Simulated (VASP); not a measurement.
BAs, 2 atoms in the cell. Symmetry: Fm-3m, No. 225, cubic system. Conventional cell: a = 4.611 Å, b = 4.611 Å, c = 4.611 Å, α = 90.00°, β = 90.00°, γ = 90.00°. Within 3.0 Å of B (site symmetry m-3m) lie 6 As at 2.31 Å. As (site symmetry m-3m) has 6 B at 2.31 Å within 3.0 Å. 

| Quantity | Value |
| --- | --- |
| Program | VASP 6.6.1 |
| Task | single point |
| Functional | PBE |
| Potentials or basis | VASP PAW PBE potentials, release 64 (B, As) |
| Cutoff | 500 eV |
| k mesh | 4 × 4 × 4 |
| Occupations | fermi-dirac, width 0.02 eV |
| Spin | no spin polarisation |
| Dipole correction | no |
| Further INCAR settings | ALGO = Normal; EDIFF = 1e-06; NBANDS = 11 |

Potentials or basis: VASP PAW PBE potentials, release 64 (B, As).

The run is started by

```console
$ cat potpaw_PBE.64/B/POTCAR potpaw_PBE.64/As/POTCAR > POTCAR
$ mpirun -np 1 vasp_std > vasp.out
```

Hardware: 1 thread of Intel Xeon 8259CL, on a shared host.

Estimate the wall time of this run.

It took 6.9 s on 1 thread of Intel Xeon 8259CL (shared host), peak memory 0.14 GiB. Counts: scf iterations 11, k points 8.
